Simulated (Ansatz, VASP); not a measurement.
## SiO2 in VASP and in Ansatz

```xyz
6
Lattice="4.0673 0.0000 0.0000 0.0000 4.0673 0.0000 0.0000 0.0000 2.4221" Properties=species:S:1:pos:R:3 pbc="T T T"
Si    2.0336    2.0336    1.2110
Si    0.0000    0.0000    0.0000
O     2.8244    2.8244    0.0000
O     0.7908    3.2765    1.2110
O     1.2429    1.2429    0.0000
O     3.2765    0.7908    1.2110
```

Alike in both runs: task single point; functional LDA; k mesh 6 × 6 × 10; occupations gaussian, width 0.05 eV; no spin polarisation.

|  | VASP | Ansatz |
| --- | --- | --- |
| version | VASP 6.6.1 | Ansatz 0.2.0 |
| potentials or method | VASP PAW LDA potentials, release 64 (Si, O), cutoff 520 eV | scalar-relativistic, plane waves, PAW |
| valence electrons in the cell | 32 | 32 |

VASP gave:

| Quantity | Value |
| --- | --- |
| gap on the k mesh at the Fermi level (eV) | 8.20 |
| least direct gap on the mesh (eV) | 8.20 |
| rms of the force components (eV/Å) | 0.555 |

Problem. Estimate Ansatz's values.

Solution. gap on the k mesh at the Fermi level (eV): 8.25; least direct gap on the mesh (eV): 8.25; rms of the force components (eV/Å): 0.514.

Ansatz warns that its potentials were made for another functional, while VASP's fit it. LDA's correlation is that of Perdew and Zunger in VASP and of Perdew and Wang (1992) in Ansatz. Atom by atom the forces differ by 0.041 eV/Å (rms over components).
